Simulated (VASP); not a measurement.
# FeO (Fm-3m) in VASP: single point with PBE

Aim: the single point of FeO with PBE.

Program: VASP 6.6.1. These are calculated values, not measurements. Logs are shortened: lines on timing, memory, paths and dates and some standing lists are left out, and cuts for length are marked.

**The experiment to reproduce.**

From “W\"ustite: Electric, thermodynamic and optical properties of FeO”, 2012, arxiv:1203.1201, for a bulk crystal of FeO: band gap 2.4 eV (optical).

The results are compared with them further down.

## 1. The cell of the first run

Symmetry: Fm-3m, No. 225, cubic system. The conventional cell has a = 4.311 Å, b = 4.311 Å, c = 4.311 Å, α = 90.00°, β = 90.00°, γ = 90.00°. Fe (site symmetry m-3m) has 6 O at 2.16 Å within 2.9 Å. Within 2.9 Å of O (site symmetry m-3m) lie 6 Fe at 2.16 Å.

## 2. Single point, PBE, collinear spin, ferromagnetic start

INCAR reads:

```
SYSTEM = FeO
ALGO     = Normal         ! electronic algorithm
EDIFF    = 1E-6           ! SCF threshold, eV
ENCUT    = 600            ! plane-wave cutoff, eV
GGA      = PE             ! functional
GGA_COMPAT= .FALSE.      
ISIF     = 2              ! what is computed and relaxed
ISMEAR   = 0              ! smearing method
ISPIN    = 2              ! spin polarisation
LASPH    = .TRUE.         ! aspherical terms in the spheres
LCHARG   = .FALSE.        ! write CHGCAR
LMAXMIX  = 4              ! l up to which the mixer works
LORBIT   = 11             ! projections on sites
LREAL    = .FALSE.        ! projectors in reciprocal space
LWAVE    = .FALSE.        ! write WAVECAR
MAGMOM   = 3.79 0.35      ! initial moments
NBANDS   = 18             ! bands
NELM     = 200            ! most SCF steps
PREC     = Accurate       ! precision mode
SIGMA    = 0.15           ! smearing width, eV
```

KPOINTS reads:

```
k-points
0
G
  20 20 20
  0 0 0
```

POSCAR reads:

```
FeO
1.0
    0.0000000000      2.1554000000      2.1554000000
    2.1554000000      0.0000000000      2.1554000000
    2.1554000000      2.1554000000      0.0000000000
Fe O
1 1
Direct
    0.0000000000      0.0000000000      0.0000000000
    0.5000000000      0.5000000000      0.5000000000
```

Potentials or basis: VASP PAW PBE potentials, release 64 (Fe, O).

Launch:

```console
cat potpaw_PBE.64/Fe/POTCAR potpaw_PBE.64/O/POTCAR > POTCAR
mpirun -np 1 vasp_std > vasp.out
```

OUTCAR:

```text
SYSTEM = FeO
   EDIFF = 1E-6
   ENCUT = 600
   GGA = PE
   ISIF = 2
   ISMEAR = 0
   ISPIN = 2
   LASPH = .TRUE.
   LORBIT = 11
   LREAL = .FALSE.
   NELM = 200
   PREC = Accurate

 ion  position               nearest neighbor table
   1  0.000  0.000  0.000-   2 2.16   2 2.16   2 2.16   2 2.16   2 2.16   2 2.16
   2  0.500  0.500  0.500-   1 2.16   1 2.16   1 2.16   1 2.16   1 2.16   1 2.16

  LATTYP: Found a face centered cubic cell.
 ALAT       =     4.3108000000

  Lattice vectors:

 A1 = (   0.0000000000,   2.1554000000,   2.1554000000)
 A2 = (   2.1554000000,   0.0000000000,   2.1554000000)
 A3 = (   2.1554000000,   2.1554000000,   0.0000000000)

Analysis of symmetry for initial positions (statically):
=====================================================================
 Subroutine PRICEL returns:
 Original cell was already a primitive cell.

 Routine SETGRP: Setting up the symmetry group for a
 face centered cubic supercell.

 Subroutine GETGRP returns: Found 48 space group operations
 (whereof 48 operations were pure point group operations)
 out of a pool of 48 trial point group operations.

The static configuration has the point symmetry O_h .

Analysis of symmetry for dynamics (positions and initial velocities):
=====================================================================
 Subroutine PRICEL returns:
 Original cell was already a primitive cell.

 Routine SETGRP: Setting up the symmetry group for a
 face centered cubic supercell.

 Subroutine GETGRP returns: Found 48 space group operations
 (whereof 48 operations were pure point group operations)
 out of a pool of 48 trial point group operations.

The dynamic configuration has the point symmetry O_h .

Analysis of structural, dynamic, and magnetic symmetry:
=====================================================================
 Subroutine PRICEL returns:
 Original cell was already a primitive cell.

 Routine SETGRP: Setting up the symmetry group for a
 face centered cubic supercell.

 Subroutine GETGRP returns: Found 48 space group operations
 (whereof 48 operations were pure point group operations)
 out of a pool of 48 trial point group operations.

The overall configuration has the point symmetry O_h .

 Subroutine INISYM returns: Found 48 space group operations
 (whereof 48 operations are pure point group operations),
 and found     1 'primitive' translations

----------------------------------------------------------------------------------------

                                     Primitive cell

  volume of cell :      20.0269

  direct lattice vectors                    reciprocal lattice vectors
     0.000000000  2.155400000  2.155400000    -0.231975503  0.231975503  0.231975503
     2.155400000  0.000000000  2.155400000     0.231975503 -0.231975503  0.231975503
     2.155400000  2.155400000  0.000000000     0.231975503  0.231975503 -0.231975503

  length of vectors
     3.048195912  3.048195912  3.048195912     0.401793358  0.401793358  0.401793358

  position of ions in fractional coordinates (direct lattice)
     0.000000000  0.000000000  0.000000000
     0.500000000  0.500000000  0.500000000

  ion indices of the primitive-cell ions
   primitive index   ion index
                 1           1
                 2           2

----------------------------------------------------------------------------------------

 KPOINTS: k-points

Automatic generation of k-mesh.
 Grid dimensions read from file:
 generate k-points for:   20   20   20

 Generating k-lattice:

  Cartesian coordinates                     Fractional coordinates (reciprocal lattice)
    -0.011598775  0.011598775  0.011598775     0.050000000  0.000000000  0.000000000
     0.011598775 -0.011598775  0.011598775     0.000000000  0.050000000  0.000000000
     0.011598775  0.011598775 -0.011598775     0.000000000  0.000000000  0.050000000

  Length of vectors
     0.020089668  0.020089668  0.020089668

  Shift w.r.t. Gamma in fractional coordinates (k-lattice)
     0.000000000  0.000000000  0.000000000

 Subroutine IBZKPT returns following result:
 ===========================================

 Found    256 irreducible k-points:

 Following reciprocal coordinates:
            Coordinates               Weight
  0.000000  0.000000  0.000000      1.000000
  0.050000  0.000000  0.000000      8.000000
  0.100000  0.000000  0.000000      8.000000
  0.150000  0.000000  0.000000      8.000000
  0.200000  0.000000  0.000000      8.000000
  0.250000  0.000000  0.000000      8.000000
[... 16 lines left out ...]
 -0.400000  0.050000  0.000000     24.000000
 -0.350000  0.050000  0.000000     24.000000
 [... further k-points ...]
   k-points           NKPTS =    256   k-points in BZ     NKDIM =    256   number of bands    NBANDS=     18
   number of dos      NEDOS =    301   number of ions     NIONS =      2
   total plane-waves  NPLWV =  13824
   dimension x,y,z NGX =    24 NGY =   24 NGZ =   24
   dimension x,y,z NGXF=    48 NGYF=   48 NGZF=   48
   ions per type =               1   1
   NGX,Y,Z   is equivalent  to a cutoff of  13.09, 13.09, 13.09 a.u.
   NGXF,Y,Z  is equivalent  to a cutoff of  26.18, 26.18, 26.18 a.u.
 SYSTEM =  FeO
   PREC   = accura    normal or accurate (medium, high low for compatibility)
   ISTART =      0    job   : 0-new  1-cont  2-samecut
   ICHARG =      2    charge: 1-file 2-atom 10-const
   ISPIN  =      2    spin polarized calculation?
   LNONCOLLINEAR =      F non collinear calculations
   LSORBIT =      F    spin-orbit coupling
   LASPH  =      T    aspherical Exc in radial PAW
   ENCUT  =  600.0 eV  44.10 Ry    6.64 a.u.   6.09  6.09  6.09*2*pi/ulx,y,z
   NELM   =    200;   NELMIN=  2; NELMDL= -5     # of ELM steps
   EDIFF  = 0.1E-05   stopping-criterion for ELM
   LREAL  =      F    real-space projection
   EDIFFG = 0.1E-04   stopping-criterion for IOM
   NSW    =      0    number of steps for IOM
   IBRION =     -1    ionic relax: 0-MD 1-quasi-New 2-CG
   NFREE  =      0    steps in history (QN), initial steepest desc. (CG)
   ISIF   =      2    stress and relaxation
   ISYM   =      2    0-nonsym 1-usesym 2-fastsym
   POTIM  = 0.5000    time-step for ionic-motion
   TEBEG  =    0.0;   TEEND  =   0.0 temperature during run
   PSTRESS=    0.0 pullay stress
   NELECT =      14.0000    total number of electrons
   NUPDOWN=      -1.0000    fix difference up-down
   EMIN   =  10.00;   EMAX   =-10.00  energy-range for DOS
   EFERMI =   0.00;   METHOD = LEGACY
   ISMEAR =     0;   SIGMA  =   0.15  broadening in eV -4-tet -1-fermi 0-gaus
   EFERMI_NEDOS =   21; number of points for ismear=-14 and -15
   IALGO  =     38    algorithm
   IMIX   =      4    mixing-type and parameters
     AMIX     =   0.40;   BMIX     =  1.00
     AMIX_MAG =   1.60;   BMIX_MAG =  1.00
  volume/ion in A,a.u.               =      10.01        67.57
  Fermi-wavevector in a.u.,A,eV,Ry     =   1.452935  2.745650 28.722187  2.111021
  Thomas-Fermi vector in A             =   2.570260
   LORBIT       =     11    0 simple, 1 ext, 2 COOP (PROOUT), +10 PAW based schemes
   GGA     = PE    functional components
   LHFCALC =     F    Hartree Fock is set to
   AEXX    =    0.0000 exact exchange contribution
   IVDW    =     0    specifies the selected vdW correction
   LEPSILON=     F    determine dielectric tensor
   LRPA    =     F    only Hartree local field effects (RPA)
 spin polarized calculation
 Gauss-broadening in eV      SIGMA  =   0.15
  energy-cutoff  :      600.00
  volume of cell :       20.03
 maximum number of plane-waves:       692
   NGX = 13   NGY = 13   NGZ = 13

 number of electron      13.9999999 magnetization       3.9993844

 Free energy of the ion-electron system (eV)
  ---------------------------------------------------
  ext. energy  EPLUGINS =         0.00000000
  ---------------------------------------------------
  free energy    TOTEN  =       -14.94045747 eV

  energy without entropy =      -14.92539883  energy(sigma->0) =      -14.93292815

 E-fermi :   6.1954     XC(G=0): -12.1633

 val. band max:        6.1922509724   @ k =   0.5000   0.1500   0.0500
 cond. band min:       6.1981107779   @ k =   0.2500   0.1000   0.0000
 fundamental gap:      0.0058598055
 Fermi energy:         6.1953965225

 spin component 1

 k-point     1 :       0.0000    0.0000    0.0000
  band No.  band energies     occupation
      1     -14.5213      1.00000
      2       2.3296      1.00000
      3       2.3296      1.00000
      4       2.3297      1.00000
      5       2.4036      1.00000
      6       2.4036      1.00000
[... 10 lines left out ...]
     17      26.8354      0.00000
     18      29.9577      0.00000

 k-point     2 :       0.0500    0.0000    0.0000
  band No.  band energies     occupation
      1     -14.4964      1.00000
      2       1.9536      1.00000
      3       1.9709      1.00000
      4       1.9709      1.00000
      5       2.3704      1.00000
      6       2.3704      1.00000
[... 10 lines left out ...]
     17      27.1504      0.00000
     18      30.4293      0.00000

 k-point     3 :       0.1000    0.0000    0.0000
  band No.  band energies     occupation
      1     -14.4234      1.00000
      2       1.3728      1.00000
      3       1.5206      1.00000
      4       1.5206      1.00000
      5       2.4222      1.00000
      6       2.4222      1.00000
[... 412 lines left out ...]
 k-point    23 :      -0.4000    0.0500    0.0000
  band No.  band energies     occupation
      1     -13.4381      1.00000
      2      -2.2677      1.00000
      3      -0.3556      1.00000
      4      -0.3008      1.00000
      5       3.0535      1.00000
      6       3.0941      1.00000
[... 10 lines left out ...]
     17      30.9778      0.00000
     18      32.9498      0.00000

 k-point    24 :      -0.3500    0.0500    0.0000
  band No.  band energies     occupation
      1     -13.5649      1.00000
      2      -1.9345      1.00000
      3      -0.2361      1.00000
      4      -0.1354      1.00000
      5       2.9590      1.00000
      6       3.0235      1.00000
[... 10 lines left out ...]
     17      31.4149      0.00000
     18      33.6141      0.00000

 [... further k-points ...]

 spin component 2

 k-point     1 :       0.0000    0.0000    0.0000
  band No.  band energies     occupation
      1     -13.9891      1.00000
      2       2.9613      1.00000
      3       2.9613      1.00000
      4       2.9613      1.00000
      5       5.4674      1.00000
      6       5.4677      1.00000
[... 10 lines left out ...]
     17      28.4266      0.00000
     18      31.0368      0.00000

 k-point     2 :       0.0500    0.0000    0.0000
  band No.  band energies     occupation
      1     -13.9639      1.00000
      2       2.7435      1.00000
      3       2.8824      1.00000
      4       2.8824      1.00000
      5       5.5008      1.00000
      6       5.5010      1.00000
[... 10 lines left out ...]
     17      28.6766      0.00000
     18      31.5815      0.00000

 k-point     3 :       0.1000    0.0000    0.0000
  band No.  band energies     occupation
      1     -13.8898      1.00000
      2       2.2068      1.00000
      3       2.6748      1.00000
      4       2.6748      1.00000
      5       5.5893      1.00000
      6       5.5895      1.00000
[... 412 lines left out ...]
 k-point    23 :      -0.4000    0.0500    0.0000
  band No.  band energies     occupation
      1     -12.8896      1.00000
      2      -1.5150      1.00000
      3       1.1305      1.00000
      4       1.1349      1.00000
      5       6.4694      0.00489
      6       6.4987      0.00212
[... 10 lines left out ...]
     17      31.5098      0.00000
     18      33.5485      0.00000

 k-point    24 :      -0.3500    0.0500    0.0000
  band No.  band energies     occupation
      1     -13.0185      1.00000
      2      -1.1695      1.00000
      3       1.2513      1.00000
      4       1.2825      1.00000
      5       6.3368      0.09121
      6       6.3487      0.07416
[... 10 lines left out ...]
     17      31.9288      0.00000
     18      34.2805      0.00000

 [... further k-points ...]

------------------------ aborting loop because EDIFF is reached ----------------------------------------

  FORCE on cell =-STRESS in cart. coord.  units (eV):
  Direction    XX          YY          ZZ          XY          YZ          ZX
  --------------------------------------------------------------------------------------
  -------------------------------------------------------------------------------------
  Total       -0.0443195     -0.0443195     -0.0443195      0.0000000      0.0000000      0.0000000
  in kB       -3.5456200     -3.5456200     -3.5456200      0.0000000      0.0000000      0.0000000
  external PRESSURE =      -3.5456200 kB  Pullay stress =       0.0000000 kB

 VOLUME and BASIS-vectors are now :
 -----------------------------------------------------------------------------
  energy-cutoff  :      600.00
  volume of cell :       20.03
      direct lattice vectors                 reciprocal lattice vectors
     0.000000000  2.155400000  2.155400000    -0.231975503  0.231975503  0.231975503
     2.155400000  0.000000000  2.155400000     0.231975503 -0.231975503  0.231975503
     2.155400000  2.155400000  0.000000000     0.231975503  0.231975503 -0.231975503

 POSITION                                       TOTAL-FORCE (eV/Angst)
 -----------------------------------------------------------------------------------
      0.00000      0.00000      0.00000        -0.000000      0.000000      0.000000
      2.15540      2.15540      2.15540         0.000000     -0.000000     -0.000000
 -----------------------------------------------------------------------------------
    total drift:                                0.000000     -0.000000      0.000000

  FREE ENERGIE OF THE ION-ELECTRON SYSTEM (eV)
  ---------------------------------------------------
  free  energy   TOTEN  =       -14.9404574718 eV

  energy  without entropy=      -14.9253988285  energy(sigma->0) =      -14.93292815

 total charge

# of ion       s       p       d       tot
------------------------------------------
    1        0.287   0.358   6.086   6.732
    2        1.553   3.439   0.000   4.992
--------------------------------------------------
tot          1.840   3.798   6.086  11.724

 magnetization (x)

# of ion       s       p       d       tot
------------------------------------------
    1        0.027   0.021   3.570   3.618
    2        0.030   0.271   0.000   0.301
--------------------------------------------------
tot          0.057   0.293   3.570   3.920
```

Wall time 3.6 min (1 thread of Intel Xeon Platinum 8259CL at 2.50GHz (Skylake/Cascade Lake), shared host); peak memory 0.28 GiB.

Results:

| Item | Value |
| --- | --- |
| Free energy | -14.9405 eV |
| Pressure | -0.4 GPa |
| Band gap on the k mesh | zero (filled and empty bands overlap) |
| Net moment | 4.00 μB per cell |
| Site moments | Fe +3.62; O +0.30 μB |
| Valence electrons inside the program's atomic spheres | Fe 6.73; O 4.99 |

Levels at points of the mesh, in eV from the Fermi level:
Spin up:
```tsv
k point	band 5	band 6	band 7	band 8	band 9	band 10	band 11	band 12	band 13	band 14
(0.00, 0.00, 0.00)	-3.79	-3.79	-3.79	-3.67	-3.67	0.10	15.47	17.04	17.04	17.04
(0.50, 0.00, 0.00)	-3.06	-3.06	-2.49	-0.33	-0.33	4.09	8.47	12.56	12.56	19.48
(0.50, 0.50, 0.00)	-4.77	-3.28	-2.80	-2.79	-2.79	5.29	8.75	10.78	14.71	14.71
```
Spin down:
```tsv
k point	band 2	band 3	band 4	band 5	band 6	band 7	band 8	band 9
(0.00, 0.00, 0.00)	-3.23	-3.23	-3.23	-0.73	-0.73	-0.73	0.20	0.20
(0.50, 0.00, 0.00)	-7.98	-5.14	-5.14	0.40	0.40	0.60	2.79	2.79
(0.50, 0.50, 0.00)	-6.87	-4.41	-4.41	-2.10	0.74	0.74	0.74	1.15
```

Caveat: a cell with one magnetic atom can't hold antiferromagnetic order, which such compounds often take; semilocal functionals often make such compounds metallic where correlation or magnetic order opens a gap, which also shifts bond lengths.

## 3. How close it comes

Step 2. Against the measured gap of FeO, 2.4 eV (optical; quoted in “W\"ustite: Electric, thermodynamic and optical properties of FeO”, 2012, arxiv:1203.1201), the calculated 0.00 eV is off by -2.40 eV. So large a miss can be the level of theory's own, or it may mean another phase, state or a wrong row. The value is that of PBE on a finite k mesh, which can miss the band edges, without temperature or zero-point motion. Semilocal functionals fall short of measured gaps as a rule. The run's magnetic order (collinear spin, ferromagnetic start) needn't be the measured crystal's.
